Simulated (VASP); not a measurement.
# CdS (Hawleyite) (F-43m) in VASP: notebook

Aim: see how the results for CdS (Hawleyite) move with the level of theory and the settings. Levels: PBEsol+D4, PBE. Tasks: relaxation of cell and atoms, single point.

All numbers are computed with VASP 6.6.1; they aren't measurements. Logs are shortened: lines on timing, memory, paths and dates and some standing lists are left out, and cuts for length are marked.

### 1 The cell of the first run

The structure is cubic, space group F-43m (No. 216). Conventional cell: a = 5.833 Å, b = 5.833 Å, c = 5.833 Å, α = 90.00°, β = 90.00°, γ = 90.00°. Within 3.3 Å of Cd (site symmetry -43m) lie 4 S at 2.53 Å. S (site symmetry -43m) has 4 Cd at 2.53 Å within 3.3 Å.

### 2 Relaxation of cell and atoms, PBEsol+D4

File INCAR:

```
PREC = Accurate
ENCUT = 600
EDIFF = 1E-6
ISMEAR = -1
SIGMA = 0.05
LREAL = False
LASPH = True
NELM = 60
ALGO = Normal
ISIF = 3
LWAVE = False
LCHARG = False
GGA = PS
IVDW = 13
IBRION = 2
NSW = 80
EDIFFG = -0.02
```

File KPOINTS:

```
regular mesh
0
Gamma
  8 8 8
```

File POSCAR:

```
CdS
1.0
    0.0000000000      2.9165000000      2.9165000000
    2.9165000000      0.0000000000      2.9165000000
    2.9165000000      2.9165000000      0.0000000000
Cd S
1 1
Direct
    0.0000000000      0.0000000000      0.0000000000
    0.7500000000      0.7500000000      0.7500000000
```

Potentials or basis: VASP PAW PBE potentials, release 64 (Cd, S).

Started as:

```console
> cat potpaw_PBE.64/Cd/POTCAR potpaw_PBE.64/S/POTCAR > POTCAR
> mpirun -np 1 vasp_std > vasp.out
```

OUTCAR:

```text
PREC = Accurate
   ENCUT = 600
   EDIFF = 1E-6
   ISMEAR = -1
   LREAL = False
   LASPH = True
   NELM = 60
   ISIF = 3
   GGA = PS
   IVDW = 13
   IBRION = 2
   NSW = 80
   EDIFFG = -0.02

 ion  position               nearest neighbor table
   1  0.000  0.000  0.000-   2 2.53   2 2.53   2 2.53   2 2.53
   2  0.750  0.750  0.750-   1 2.53   1 2.53   1 2.53   1 2.53

  LATTYP: Found a face centered cubic cell.
 ALAT       =     5.8330000000

  Lattice vectors:

 A1 = (   0.0000000000,   2.9165000000,   2.9165000000)
 A2 = (   2.9165000000,   0.0000000000,   2.9165000000)
 A3 = (   2.9165000000,   2.9165000000,   0.0000000000)

Analysis of symmetry for initial positions (statically):
=====================================================================
 Subroutine PRICEL returns:
 Original cell was already a primitive cell.

 Routine SETGRP: Setting up the symmetry group for a
 face centered cubic supercell.

 Subroutine GETGRP returns: Found 24 space group operations
 (whereof 24 operations were pure point group operations)
 out of a pool of 48 trial point group operations.

The static configuration has the point symmetry T_d .

Analysis of symmetry for dynamics (positions and initial velocities):
=====================================================================
 Subroutine PRICEL returns:
 Original cell was already a primitive cell.

 Routine SETGRP: Setting up the symmetry group for a
 face centered cubic supercell.

 Subroutine GETGRP returns: Found 24 space group operations
 (whereof 24 operations were pure point group operations)
 out of a pool of 48 trial point group operations.

The dynamic configuration has the point symmetry T_d .

 Subroutine INISYM returns: Found 24 space group operations
 (whereof 24 operations are pure point group operations),
 and found     1 'primitive' translations

----------------------------------------------------------------------------------------

                                     Primitive cell

  volume of cell :      49.6153

  direct lattice vectors                    reciprocal lattice vectors
     0.000000000  2.916500000  2.916500000    -0.171438368  0.171438368  0.171438368
     2.916500000  0.000000000  2.916500000     0.171438368 -0.171438368  0.171438368
     2.916500000  2.916500000  0.000000000     0.171438368  0.171438368 -0.171438368

  length of vectors
     4.124553855  4.124553855  4.124553855     0.296939964  0.296939964  0.296939964

  position of ions in fractional coordinates (direct lattice)
     0.000000000  0.000000000  0.000000000
     0.750000000  0.750000000  0.750000000

  ion indices of the primitive-cell ions
[... 72 lines left out ...]
   LASPH  =      T    aspherical Exc in radial PAW
   ENCUT  =  600.0 eV  44.10 Ry    6.64 a.u.   8.24  8.24  8.24*2*pi/ulx,y,z
   NELM   =     60;   NELMIN=  2; NELMDL= -5     # of ELM steps
   EDIFF  = 0.1E-05   stopping-criterion for ELM
   LREAL  =      F    real-space projection
   EDIFFG = -.2E-01   stopping-criterion for IOM
   NSW    =     80    number of steps for IOM
   IBRION =      2    ionic relax: 0-MD 1-quasi-New 2-CG
   NFREE  =      1    steps in history (QN), initial steepest desc. (CG)
   ISIF   =      3    stress and relaxation
   ISYM   =      2    0-nonsym 1-usesym 2-fastsym
   POTIM  = 0.5000    time-step for ionic-motion
   TEBEG  =    0.0;   TEEND  =   0.0 temperature during run
   PSTRESS=    0.0 pullay stress
   NELECT =      18.0000    total number of electrons
   NUPDOWN=      -1.0000    fix difference up-down
   EMIN   =  10.00;   EMAX   =-10.00  energy-range for DOS
   EFERMI =   0.00;   METHOD = LEGACY
   ISMEAR =    -1;   SIGMA  =   0.05  broadening in eV -4-tet -1-fermi 0-gaus
   EFERMI_NEDOS =   21; number of points for ismear=-14 and -15
   IALGO  =     38    algorithm
   IMIX   =      4    mixing-type and parameters
     AMIX     =   0.40;   BMIX     =  1.00
     AMIX_MAG =   1.60;   BMIX_MAG =  1.00
  volume/ion in A,a.u.               =      24.81       167.41
  Fermi-wavevector in a.u.,A,eV,Ry     =   1.167599  2.206442 18.548649  1.363287
  Thomas-Fermi vector in A             =   2.304097
   LORBIT       =      0    0 simple, 1 ext, 2 COOP (PROOUT), +10 PAW based schemes
   GGA     = PS    functional components
   LHFCALC =     F    Hartree Fock is set to
   AEXX    =    0.0000 exact exchange contribution
   IVDW    =    13    specifies the selected vdW correction
   LEPSILON=     F    determine dielectric tensor
   LRPA    =     F    only Hartree local field effects (RPA)
 conjugate gradient relaxation of ions
 non-spin polarized calculation
  energy-cutoff  :      600.00
  volume of cell :       49.62
 maximum number of plane-waves:      1676
 NGX is ok and might be reduce to    36
   NGX = 17   NGY = 17   NGZ = 17

--------------------------------------- Ionic step        1  -------------------------------------------

 number of electron      17.9999999 magnetization

 Free energy of the ion-electron system (eV)
  ---------------------------------------------------
  ext. energy  EPLUGINS =         0.00000000
  ---------------------------------------------------
  free energy    TOTEN  =        -6.81366470 eV

  energy without entropy =       -6.81366430  energy(sigma->0) =       -6.81366450

------------------------ aborting loop because EDIFF is reached ----------------------------------------

  DFT-D4 for vdW energy calculation

  Edisp (eV):   -0.37058
[... 71 lines left out ...]
--------------------------------------- Ionic step        3  -------------------------------------------

 number of electron      18.0000000 magnetization

 Free energy of the ion-electron system (eV)
  ---------------------------------------------------
  ext. energy  EPLUGINS =         0.00000000
  ---------------------------------------------------
  free energy    TOTEN  =        -6.81034470 eV

  energy without entropy =       -6.81034441  energy(sigma->0) =       -6.81034456

 E-fermi :   1.9208     XC(G=0):  -9.4594

 val. band max:        1.3611540869   @ k =   0.0000   0.0000   0.0000
 cond. band min:       2.4051271604   @ k =   0.0000   0.0000   0.0000
 fundamental gap:      1.0439730735
 Fermi energy:         1.9207962097

 k-point     1 :       0.0000    0.0000    0.0000
  band No.  band energies     occupation
      1     -11.1318      2.00000
      2      -6.4349      2.00000
      3      -6.4349      2.00000
      4      -6.4349      2.00000
      5      -5.9227      2.00000
      6      -5.9227      2.00000
      7       1.3612      1.99997
      8       1.3612      1.99997
      9       1.3612      1.99997
     10       2.4051      0.00012
     11       7.8009      0.00000
     12       7.8009      0.00000
     13       7.8009      0.00000
[... 354 lines left out ...]
  band No.  band energies     occupation
      1     -10.6074      2.00000
      2      -6.2630      2.00000
      3      -6.2209      2.00000
      4      -5.9529      2.00000
      5      -5.8949      2.00000
      6      -5.4048      2.00000
      7      -2.9213      2.00000
      8      -0.6709      2.00000
      9       0.0771      2.00000
     10       5.6988      0.00000
     11       7.0385      0.00000
     12       8.5176      0.00000
     13       9.6575      0.00000

 [... further k-points ...]

------------------------ aborting loop because EDIFF is reached ----------------------------------------

  DFT-D4 for vdW energy calculation

  Edisp (eV):   -0.37677
[... 25 lines left out ...]
  FREE ENERGIE OF THE ION-ELECTRON SYSTEM (eV)
  ---------------------------------------------------
  free  energy   TOTEN  =        -7.1871179335 eV

  energy  without entropy=       -7.1871176444  energy(sigma->0) =       -7.18711779

 reached required accuracy - stopping structural energy minimisation
```

OSZICAR:

```text
N       E                     dE             d eps       ncg     rms          rms(c)
DAV:   1     0.119921749242E+03    0.11992E+03   -0.98852E+03   770   0.142E+03
DAV:   2    -0.161095926283E+01   -0.12153E+03   -0.11592E+03   834   0.310E+02
DAV:   3    -0.726947498978E+01   -0.56585E+01   -0.56382E+01   954   0.686E+01
[... 22 lines left out ...]
DAV:   2    -0.681114452899E+01    0.69584E-02   -0.17286E-02   834   0.222E+00    0.246E-01
DAV:   3    -0.681043164868E+01    0.71288E-03   -0.20111E-03   809   0.556E-01    0.203E-01
DAV:   4    -0.681035402808E+01    0.77621E-04   -0.12058E-04   764   0.129E-01    0.396E-02
DAV:   5    -0.681034492959E+01    0.90985E-05   -0.24863E-05   939   0.844E-02    0.113E-02
DAV:   6    -0.681034470216E+01    0.22744E-06   -0.33995E-06   729   0.254E-02
   3 F= -.71871179E+01 E0= -.71871178E+01  d E =-.286825E-02
```

Wall time 42 s (1 thread of Intel Xeon Platinum 8259CL at 2.50GHz (Skylake/Cascade Lake), shared host); peak memory 0.22 GiB.

What came out:

- Free energy: -7.1871 eV
- Relaxed volume: 24.39 Å³/atom
- Relaxed cell: a = 4.101 Å, b = 4.101 Å, c = 4.101 Å, α = 60.00°, β = 60.00°, γ = 60.00°
- Space group after relaxing (to 0.05 Å): F-43m (No. 216)
- Energy gained by relaxing: 1.4 meV/atom
- Ionic steps: 3
- Pressure after relaxing: 0.0 GPa
- Band gap on the k mesh: 1.04 eV, direct
- Dispersion energy per atom: -0.188 eV

The path:
```tsv
step	energy change (eV)	largest force (eV/Å)	pressure (GPa)	volume (Å³)
1	0.0000	0.0000	-1.06	49.62
2	-0.0024	0.0000	0.47	48.44
3	-0.0029	0.0000	0.00	48.77
```

Final structure:
```yaml
crystal:
  lattice:
    - [0.00000, 2.89984, 2.89984]
    - [2.89984, 0.00000, 2.89984]
    - [2.89984, 2.89984, 0.00000]
  atoms:
    - { symbol: Cd, position: [0.00000, 0.00000, 0.00000] }
    - { symbol: S, position: [0.75000, 0.75000, 0.75000] }
```

Caveat: the PAW data sets were made with another functional, which shifts forces and pressure a little.

### 3 Single point, PBE

File INCAR:

```
SYSTEM = CdS
PREC = Accurate
ENCUT = 520
EDIFF = 1E-6
ISMEAR = 0
SIGMA = 0.022
LREAL = .False.
LASPH = .True.
NELM = 100
ALGO = Normal
ISIF = 2
LWAVE = .False.
LCHARG = .True.
GGA = PE
LELF = .True.
LVHAR = .True.
NBANDS = 16
```

File KPOINTS:

```
regular mesh
0
Gamma
  8 8 8
  0 0 0
```

POSCAR is that of step 2.

Potentials or basis: VASP PAW PBE potentials, release 64 (Cd, S).

Started as:

```console
> cat potpaw_PBE.64/Cd/POTCAR potpaw_PBE.64/S/POTCAR > POTCAR
> mpirun -np 1 vasp_std > vasp.out
```

Run time: 41 s. Hardware: 1 thread of AMD EPYC 7R13, shared host; peak memory 0.15 GiB.

Results (log left out):

```
Free energy            : -6.1213 eV
Pressure               : 3.2 GPa
Band gap on the k mesh : 1.15 eV, direct
```

Levels at points of the mesh, in eV from the valence-band top:
| k point | band 5 | band 6 | band 7 | band 8 | band 9 | band 10 | band 11 | band 12 | band 13 | band 14 |
| --- | --- | --- | --- | --- | --- | --- | --- | --- | --- | --- |
| (0.00, 0.00, 0.00) | -7.25 | -7.25 | 0.00 | 0.00 | 0.00 | 1.15 | 6.55 | 6.55 | 6.55 | 11.44 |
| (0.50, 0.00, 0.00) | -7.21 | -6.87 | -4.40 | -0.75 | -0.75 | 3.02 | 7.01 | 7.01 | 7.48 | 11.09 |
| (0.50, 0.50, 0.00) | -7.16 | -6.80 | -3.95 | -1.88 | -1.88 | 3.55 | 4.35 | 9.23 | 10.78 | 10.78 |

(Continued in part 2 of 2.)
